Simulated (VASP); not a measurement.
Br: single point with PBEsol

The system is Br.

```xyz
3
Lattice="4.5976 0.0000 0.0000 0.0000 4.5976 0.0000 0.0000 0.0000 4.5976" Properties=species:S:1:pos:R:3 pbc="T T T"
Br    2.2988    0.0000    0.0000
Br    0.0000    2.2988    0.0000
Br    0.0000    0.0000    2.2988
```

- Program: VASP 6.6.1
- Task: single point
- Functional: PBEsol
- Potentials or basis: VASP PAW PBE potentials, release 64 (Br)
- Cutoff: 520 eV
- k mesh: 5 × 5 × 5
- Occupations: gaussian, width 0.15 eV
- Spin: no spin polarisation

- Pressure: -2.7 GPa

Levels at points of the mesh, in eV from the Fermi level:
```
           k point  band 8  band 9  band 10  band 11  band 12  band 13
(0.00, 0.00, 0.00)   -0.93   -0.93     0.34     0.34     0.34     5.02
```

Wall time 36 s on 1 thread of AMD EPYC 7R43 64-Core Processor (Zen 3) (shared host), peak memory 0.15 GiB.

Caveat: the PAW data sets were made with another functional, which shifts forces and pressure a little; an odd number of electrons without spin polarisation forces a metal; a magnetic or distorted state may lie lower.
